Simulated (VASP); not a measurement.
# Hf (Fm-3m) in VASP: settings compared

Aim: see how the results for Hf move with the level of theory and the settings. Levels: PBEsol+D3(BJ), r2SCAN. Tasks: relaxation of cell and atoms, single point.

Everything below comes from runs of VASP 6.6.1. Logs are shortened: lines on timing, memory, paths and dates and some standing lists are left out, and cuts for length are marked.

### 1 The cell of the first run

The structure is cubic, space group Fm-3m (No. 225). The conventional cell has a = 4.440 Å, b = 4.440 Å, c = 4.440 Å, α = 90.00°, β = 90.00°, γ = 90.00°. Hf (site symmetry m-3m) has 12 Hf at 3.14 Å within 4.1 Å.

### 2 Relaxation of cell and atoms, PBEsol+D3(BJ)

The input, INCAR:

```
ALGO = Normal
EDIFF = 1E-6
EDIFFG = -0.01
ENCUT = 600
GGA = PS
IBRION = 2
ISIF = 3
ISMEAR = -1
IVDW = 12
LASPH = T
LCHARG = F
LREAL = F
LWAVE = F
NELM = 100
NSW = 60
PREC = Accurate
SIGMA = 0.05
```

The input, KPOINTS:

```
k-points
0
Gamma
  10 10 10
```

The input, POSCAR:

```
Hf
1.0
    0.0000000000      2.2200000000      2.2200000000
    2.2200000000      0.0000000000      2.2200000000
    2.2200000000      2.2200000000      0.0000000000
Hf
1
Direct
    0.0000000000      0.0000000000      0.0000000000
```

Potentials or basis: VASP PAW PBE potentials, release 64 (Hf_pv).

On the command line:

```bash
cat potpaw_PBE.64/Hf_pv/POTCAR > POTCAR
mpirun -np 1 vasp_std > vasp.out
```

OUTCAR:

```text
EDIFF = 1E-6
   EDIFFG = -0.01
   ENCUT = 600
   GGA = PS
   IBRION = 2
   ISIF = 3
   ISMEAR = -1
   IVDW = 12
   LASPH = T
   LREAL = F
   NELM = 100
   NSW = 60
   PREC = Accurate
 IVDW          = 12

 ion  position               nearest neighbor table
   1  0.000  0.000  0.000-

  LATTYP: Found a face centered cubic cell.
 ALAT       =     4.4400000000

  Lattice vectors:

 A1 = (   0.0000000000,   2.2200000000,   2.2200000000)
 A2 = (   2.2200000000,   0.0000000000,   2.2200000000)
 A3 = (   2.2200000000,   2.2200000000,   0.0000000000)

Analysis of symmetry for initial positions (statically):
=====================================================================
 Subroutine PRICEL returns:
 Original cell was already a primitive cell.

 Routine SETGRP: Setting up the symmetry group for a
 face centered cubic supercell.

 Subroutine GETGRP returns: Found 48 space group operations
 (whereof 48 operations were pure point group operations)
 out of a pool of 48 trial point group operations.

The static configuration has the point symmetry O_h .

Analysis of symmetry for dynamics (positions and initial velocities):
=====================================================================
 Subroutine PRICEL returns:
 Original cell was already a primitive cell.

 Routine SETGRP: Setting up the symmetry group for a
 face centered cubic supercell.

 Subroutine GETGRP returns: Found 48 space group operations
 (whereof 48 operations were pure point group operations)
 out of a pool of 48 trial point group operations.

The dynamic configuration has the point symmetry O_h .

 Subroutine INISYM returns: Found 48 space group operations
 (whereof 48 operations are pure point group operations),
 and found     1 'primitive' translations

----------------------------------------------------------------------------------------

                                     Primitive cell

  volume of cell :      21.8821

  direct lattice vectors                    reciprocal lattice vectors
     0.000000000  2.220000000  2.220000000    -0.225225225  0.225225225  0.225225225
     2.220000000  0.000000000  2.220000000     0.225225225 -0.225225225  0.225225225
     2.220000000  2.220000000  0.000000000     0.225225225  0.225225225 -0.225225225

  length of vectors
     3.139554108  3.139554108  3.139554108     0.390101533  0.390101533  0.390101533

  position of ions in fractional coordinates (direct lattice)
     0.000000000  0.000000000  0.000000000

  ion indices of the primitive-cell ions
   primitive index   ion index
                 1           1

----------------------------------------------------------------------------------------

 KPOINTS: k-points

Automatic generation of k-mesh.
 Grid dimensions read from file:
 generate k-points for:   10   10   10

 Generating k-lattice:

  Cartesian coordinates                     Fractional coordinates (reciprocal lattice)
    -0.022522523  0.022522523  0.022522523     0.100000000  0.000000000  0.000000000
     0.022522523 -0.022522523  0.022522523     0.000000000  0.100000000  0.000000000
     0.022522523  0.022522523 -0.022522523     0.000000000  0.000000000  0.100000000

  Length of vectors
     0.039010153  0.039010153  0.039010153

  Shift w.r.t. Gamma in fractional coordinates (k-lattice)
     0.000000000  0.000000000  0.000000000

 Subroutine IBZKPT returns following result:
 ===========================================

 Found     47 irreducible k-points:

 Following reciprocal coordinates:
            Coordinates               Weight
  0.000000  0.000000  0.000000      1.000000
  0.100000  0.000000  0.000000      8.000000
  0.200000  0.000000  0.000000      8.000000
  0.300000  0.000000  0.000000      8.000000
  0.400000  0.000000  0.000000      8.000000
  0.500000  0.000000  0.000000      4.000000
[... 16 lines left out ...]
  0.300000  0.300000  0.000000      6.000000
  0.400000  0.300000  0.000000     24.000000
 [... further k-points ...]
   k-points           NKPTS =     47   k-points in BZ     NKDIM =     47   number of bands    NBANDS=      9
   number of dos      NEDOS =    301   number of ions     NIONS =      1
   total plane-waves  NPLWV =  21952
   dimension x,y,z NGX =    28 NGY =   28 NGZ =   28
   dimension x,y,z NGXF=    56 NGYF=   56 NGZF=   56
   ions per type =               1
   NGX,Y,Z   is equivalent  to a cutoff of  14.83, 14.83, 14.83 a.u.
   NGXF,Y,Z  is equivalent  to a cutoff of  29.65, 29.65, 29.65 a.u.
 SYSTEM =  unknown system
   PREC   = accura    normal or accurate (medium, high low for compatibility)
   ISTART =      0    job   : 0-new  1-cont  2-samecut
   ICHARG =      2    charge: 1-file 2-atom 10-const
   ISPIN  =      1    spin polarized calculation?
   LNONCOLLINEAR =      F non collinear calculations
   LSORBIT =      F    spin-orbit coupling
   LASPH  =      T    aspherical Exc in radial PAW
   ENCUT  =  600.0 eV  44.10 Ry    6.64 a.u.   6.27  6.27  6.27*2*pi/ulx,y,z
   NELM   =    100;   NELMIN=  2; NELMDL= -5     # of ELM steps
   EDIFF  = 0.1E-05   stopping-criterion for ELM
   LREAL  =      F    real-space projection
   EDIFFG = -.1E-01   stopping-criterion for IOM
   NSW    =     60    number of steps for IOM
   IBRION =      2    ionic relax: 0-MD 1-quasi-New 2-CG
   NFREE  =      1    steps in history (QN), initial steepest desc. (CG)
   ISIF   =      3    stress and relaxation
   ISYM   =      2    0-nonsym 1-usesym 2-fastsym
   POTIM  = 0.5000    time-step for ionic-motion
   TEBEG  =    0.0;   TEEND  =   0.0 temperature during run
   PSTRESS=    0.0 pullay stress
   NELECT =      10.0000    total number of electrons
   NUPDOWN=      -1.0000    fix difference up-down
   EMIN   =  10.00;   EMAX   =-10.00  energy-range for DOS
   EFERMI =   0.00;   METHOD = LEGACY
   ISMEAR =    -1;   SIGMA  =   0.05  broadening in eV -4-tet -1-fermi 0-gaus
   EFERMI_NEDOS =   21; number of points for ismear=-14 and -15
   IALGO  =     38    algorithm
   IMIX   =      4    mixing-type and parameters
     AMIX     =   0.40;   BMIX     =  1.00
     AMIX_MAG =   1.60;   BMIX_MAG =  1.00
  volume/ion in A,a.u.               =      21.88       147.67
  Fermi-wavevector in a.u.,A,eV,Ry     =   1.260991  2.382927 21.634588  1.590097
  Thomas-Fermi vector in A             =   2.394472
   LORBIT       =      0    0 simple, 1 ext, 2 COOP (PROOUT), +10 PAW based schemes
   GGA     = PS    functional components
   LHFCALC =     F    Hartree Fock is set to
   AEXX    =    0.0000 exact exchange contribution
   IVDW    =    12    specifies the selected vdW correction
   LEPSILON=     F    determine dielectric tensor
   LRPA    =     F    only Hartree local field effects (RPA)
 conjugate gradient relaxation of ions
 non-spin polarized calculation
  energy-cutoff  :      600.00
  volume of cell :       21.88
 maximum number of plane-waves:       745
 NGX is ok and might be reduce to    28
   NGX = 13   NGY = 13   NGZ = 13

--------------------------------------- Ionic step        1  -------------------------------------------

 number of electron      10.0000000 magnetization

 Free energy of the ion-electron system (eV)
  ---------------------------------------------------
  ext. energy  EPLUGINS =         0.00000000
  ---------------------------------------------------
  free energy    TOTEN  =       -10.43930321 eV

  energy without entropy =      -10.42826162  energy(sigma->0) =      -10.43378242

------------------------ aborting loop because EDIFF is reached ----------------------------------------

 Edisp (eV)   -0.52417

 E8    (eV) :    -0.3958

  FORCE on cell =-STRESS in cart. coord.  units (eV):
  Direction    XX          YY          ZZ          XY          YZ          ZX
  --------------------------------------------------------------------------------------
  -------------------------------------------------------------------------------------
  Total      -0.80998    -0.80998    -0.80998    -0.00000    -0.00000    -0.00000
  in kB     -59.30581   -59.30581   -59.30581    -0.00000    -0.00000    -0.00000
  external pressure =      -59.31 kB  Pullay stress =        0.00 kB

 VOLUME and BASIS-vectors are now :
 -----------------------------------------------------------------------------
  energy-cutoff  :      600.00
  volume of cell :       21.88
      direct lattice vectors                 reciprocal lattice vectors
     0.000000000  2.220000000  2.220000000    -0.225225225  0.225225225  0.225225225
     2.220000000  0.000000000  2.220000000     0.225225225 -0.225225225  0.225225225
     2.220000000  2.220000000  0.000000000     0.225225225  0.225225225 -0.225225225
[... 79 lines left out ...]
 POSITION                                       TOTAL-FORCE (eV/Angst)
 -----------------------------------------------------------------------------------
      0.00000      0.00000      0.00000        -0.000000      0.000000     -0.000000
 -----------------------------------------------------------------------------------
    total drift:                               -0.000000     -0.000000     -0.000000

  FREE ENERGIE OF THE ION-ELECTRON SYSTEM (eV)
  ---------------------------------------------------
  free  energy   TOTEN  =       -10.9859988132 eV

  energy  without entropy=      -10.9755605191  energy(sigma->0) =      -10.98077967

--------------------------------------- Ionic step        4  -------------------------------------------

 number of electron      10.0000000 magnetization

 Free energy of the ion-electron system (eV)
  ---------------------------------------------------
  ext. energy  EPLUGINS =         0.00000000
  ---------------------------------------------------
  free energy    TOTEN  =       -10.43193167 eV

  energy without entropy =      -10.42148837  energy(sigma->0) =      -10.42671002

 E-fermi :   5.1327     XC(G=0): -11.7500

 val. band max:        5.1242156939   @ k =   0.3000   0.0000   0.0000
 cond. band min:       5.2188577134   @ k =  -0.3000   0.2000   0.0000
 fundamental gap:      0.0946420195
 Fermi energy:         5.1326993121

 k-point     1 :       0.0000    0.0000    0.0000
  band No.  band energies     occupation
      1     -24.5487      2.00000
      2     -24.5487      2.00000
      3     -24.5487      2.00000
      4      -2.3501      2.00000
      5       6.5464      0.00000
      6       6.5464      0.00000
      7       6.5464      0.00000
      8       9.6174      0.00000
      9       9.6174      0.00000

 k-point     2 :       0.1000    0.0000    0.0000
  band No.  band energies     occupation
      1     -24.6577      2.00000
      2     -24.5622      2.00000
      3     -24.5622      2.00000
      4      -1.9703      2.00000
      5       6.1788      0.00000
      6       6.7205      0.00000
      7       6.7205      0.00000
      8       9.4270      0.00000
      9       9.4270      0.00000
[... 253 lines left out ...]
 k-point    24 :       0.4000    0.3000    0.0000
  band No.  band energies     occupation
      1     -25.3597      2.00000
      2     -24.8749      2.00000
      3     -24.8401      2.00000
      4       1.6785      2.00000
      5       3.4093      2.00000
      6       6.0935      0.00000
      7       9.5102      0.00000
      8      10.6287      0.00000
      9      11.8220      0.00000

 [... further k-points ...]

------------------------ aborting loop because EDIFF is reached ----------------------------------------

 Edisp (eV)   -0.55407

 E8    (eV) :    -0.4184

  FORCE on cell =-STRESS in cart. coord.  units (eV):
  Direction    XX          YY          ZZ          XY          YZ          ZX
  --------------------------------------------------------------------------------------
  -------------------------------------------------------------------------------------
  Total       0.00535     0.00535     0.00535     0.00000    -0.00000     0.00000
  in kB       0.41392     0.41392     0.41392     0.00000    -0.00000     0.00000
  external pressure =        0.41 kB  Pullay stress =        0.00 kB

 VOLUME and BASIS-vectors are now :
 -----------------------------------------------------------------------------
  energy-cutoff  :      600.00
  volume of cell :       20.71
      direct lattice vectors                 reciprocal lattice vectors
    -0.000000000  2.179661752  2.179661752    -0.229393391  0.229393391  0.229393391
     2.179661752  0.000000000  2.179661752     0.229393391 -0.229393391  0.229393391
     2.179661752  2.179661752 -0.000000000     0.229393391  0.229393391 -0.229393391

 POSITION                                       TOTAL-FORCE (eV/Angst)
 -----------------------------------------------------------------------------------
     -0.00000      2.17966      2.17966        -0.000000     -0.000000      0.000000
 -----------------------------------------------------------------------------------
    total drift:                               -0.000000     -0.000000      0.000000

  FREE ENERGIE OF THE ION-ELECTRON SYSTEM (eV)
  ---------------------------------------------------
  free  energy   TOTEN  =       -10.9860018680 eV

  energy  without entropy=      -10.9755585754  energy(sigma->0) =      -10.98078022

 reached required accuracy - stopping structural energy minimisation
```

Run time: 33 s. Hardware: 1 thread of Intel Xeon 8259CL, shared host; peak memory 0.18 GiB.

Results:

```
Free energy                            : -10.9860 eV
Relaxed volume                         : 20.71 Å³/atom
Relaxed cell                           : a = 3.083 Å, b = 3.083 Å, c = 3.083 Å, α = 60.00°, β = 60.00°, γ = 60.00°
Space group after relaxing (to 0.05 Å) : Fm-3m (No. 225)
Energy gained by relaxing              : 22.5 meV/atom
Ionic steps                            : 4
Pressure after relaxing                : 0.0 GPa
Band gap on the k mesh                 : zero (band 5 reaches 6.55 eV, above the bottom of band 6 at 4.73 eV)
Dispersion energy per atom             : -0.554 eV
```

Step by step:
```csv
step,energy change (eV),largest force (eV/Å),pressure (GPa),volume (Å³)
1,0.0000,0.0000,-5.93,21.88
2,0.0110,0.0000,8.64,19.42
3,-0.0225,0.0000,-0.09,20.73
4,-0.0225,0.0000,0.04,20.71
```

Final structure:
```cif
data_structure
_symmetry_space_group_name_H-M 'P 1'
_symmetry_Int_Tables_number 1
_cell_length_a 3.0825
_cell_length_b 3.0825
_cell_length_c 3.0825
_cell_angle_alpha 60.000
_cell_angle_beta 60.000
_cell_angle_gamma 60.000
_cell_volume 20.71
loop_
_atom_site_label
_atom_site_type_symbol
_atom_site_fract_x
_atom_site_fract_y
_atom_site_fract_z
_atom_site_occupancy
Hf1 Hf 0.00000 0.00000 0.00000 1
```

Caveat: the PAW data sets were made with another functional, which shifts forces and pressure a little; spin-orbit coupling is left out, which moves the levels of the heavy elements; pairwise dispersion overbinds metals, which lowers pressure and volume.

### 3 Single point, r2SCAN, non-collinear spin, zero start, spin-orbit coupling

POSCAR is that of step 2.

The input, INCAR.step1:

```
SYSTEM = Hf
PREC     = Accurate       ! precision mode
ENCUT    = 520            ! plane-wave cutoff, eV
ISMEAR   = -1             ! smearing method
SIGMA    = 0.05           ! smearing width, eV
LREAL    = .FALSE.        ! projectors in reciprocal space
LASPH    = .TRUE.         ! aspherical terms in the spheres
NELM     = 150            ! most SCF steps
LNONCOLLINEAR= .TRUE.         ! non-collinear magnetism
MAGMOM   = 0 0 0          ! initial moments
LSORBIT  = .TRUE.         ! spin-orbit coupling
GGA_COMPAT= .FALSE.      
LMAXMIX  = 4              ! l up to which the mixer works
NBANDS   = 21             ! bands
GGA      = PE             ! functional
ALGO     = Normal         ! electronic algorithm
EDIFF    = 1E-4           ! SCF threshold, eV
LWAVE    = .TRUE.         ! write WAVECAR
LCHARG   = .FALSE.        ! write CHGCAR
```

The input, INCAR.step2:

```
SYSTEM = Hf
PREC     = Accurate       ! precision mode
ENCUT    = 520            ! plane-wave cutoff, eV
EDIFF    = 1E-6           ! SCF threshold, eV
ISMEAR   = -1             ! smearing method
SIGMA    = 0.05           ! smearing width, eV
LREAL    = .FALSE.        ! projectors in reciprocal space
LASPH    = .TRUE.         ! aspherical terms in the spheres
NELM     = 150            ! most SCF steps
ALGO     = Normal         ! electronic algorithm
ISIF     = 2              ! what is computed and relaxed
LWAVE    = .FALSE.        ! write WAVECAR
LCHARG   = .TRUE.         ! write CHGCAR
LNONCOLLINEAR= .TRUE.         ! non-collinear magnetism
MAGMOM   = 0 0 0          ! initial moments
LORBIT   = 11             ! projections on sites
LSORBIT  = .TRUE.         ! spin-orbit coupling
GGA_COMPAT= .FALSE.      
LORBMOM  = .TRUE.       
LMAXMIX  = 4              ! l up to which the mixer works
METAGGA  = R2SCAN         ! meta-GGA
LMIXTAU  = .TRUE.       
LVHAR    = .TRUE.       
NBANDS   = 21             ! bands
ISTART   = 1
```

The input, KPOINTS:

```
Automatic mesh
0
G
  7 7 7
  0 0 0
```

Potentials or basis: VASP PAW PBE potentials, release 64 (Hf_pv).

On the command line:

```bash
cat potpaw_PBE.64/Hf_pv/POTCAR > POTCAR
cp INCAR.step1 INCAR
mpirun -np 1 vasp_ncl > vasp.out
cp INCAR.step2 INCAR
mpirun -np 1 vasp_ncl > vasp.out
```

Run time: 2 min. Hardware: 1 thread of Intel Xeon 8259CL, shared host; peak memory 0.22 GiB.

It converged, with:

```yaml
Free_energy: -45.7219 eV
Pressure: 1.7 GPa
Net_moment: 0.00 μB per cell
Valence_electrons_inside_the_program's_atomic_spheres: Hf 8.44
```

Moments on the atoms (μB; x, y, z):
```
Hf  0.00 0.00 0.00
```

Caveat: the PAW data sets were made with another functional, which shifts forces and pressure a little.
